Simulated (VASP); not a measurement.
Runs of VASP 6.6.1 on TaAs. The structure is that of space group P-6m2 (No. 187), or close to it. The cells are those of the table. 

```tsv
task	cell	k mesh	cutoff (eV)	gap on the mesh (eV)	pressure (GPa)
relaxation of cell and atoms	relaxed from a = 3.525, b = 3.525, c = 3.395 Å, angles 90.0, 90.0, 120.0°, 2 atoms	6 × 6 × 6	600	none	-0.1
single point	a = 3.525, b = 3.525, c = 3.395 Å, angles 90.0, 90.0, 120.0°, 2 atoms	6 × 6 × 6	520	none	-4.0
single point	a = 3.414, b = 3.414, c = 3.484 Å, angles 90.0, 90.0, 120.0°, 2 atoms	18 × 18 × 16	520	none	(a)
single point	a = 3.421, b = 3.421, c = 3.474 Å, angles 90.0, 90.0, 120.0°, 2 atoms	6 × 6 × 6	520	none	0.5
```

Alike in all rows: level PBE; potentials or basis VASP PAW PBE potentials, release 64 (Ta_pv, As); no spin polarisation; smearing gaussian 0.1 eV.

Q: Estimate the missing entries.

A: (a) 0.4.

Caveats: spin-orbit coupling is left out, which moves the levels of the heavy elements.

A k mesh can miss the band edges, and the runs leave out spin-orbit coupling on As, Ta.

A gap of «none» marks levels without a gap at the run's occupations.
